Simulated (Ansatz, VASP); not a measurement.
One calculation of HfB, two programs

```
Hf B
1.0
     0.00000    2.41688    2.41688
     2.58606    0.00000    2.41688
     2.58606    2.41688    0.00000
Hf B
1 1
Direct
  0.49926 0.50074 0.50074
  0.01221 0.98779 0.98779
```

Change from the starting cell: mode 4 frozen in at -0.059 Å, normal strain along x +0.0700.

Alike in both runs: task single point; functional PBE; k mesh 16 × 16 × 16; occupations gaussian, width 0.15 eV; no spin polarisation.

|  | VASP | Ansatz |
| --- | --- | --- |
| version | VASP 6.6.1 | Ansatz 0.2.0 |
| potentials or method | VASP PAW PBE potentials, release 64 (Hf_pv, B), cutoff 520 eV | scalar-relativistic, plane waves, PAW |
| valence electrons in the cell | 13 | 29 |

```csv
,VASP,Ansatz,Ansatz less VASP
gap on the k mesh at the Fermi level (eV),none,none,-
pressure (GPa),-8.8,-8.7,+0.07
"traceless stress, the component that is largest in VASP (GPa)",-10.51,-10.42,+0.096
rms of the force components (eV/Å),0.124,0.125,+0.0017
```

Atom by atom the forces differ by 0.002 eV/Å (rms over components). A gap of «none» marks a metal or a gap that the smearing closes. VASP's potentials hold 13 valence electrons a cell and Ansatz's 29, so a difference there can come from the potentials and not from the codes.

Spin-orbit coupling is off throughout.
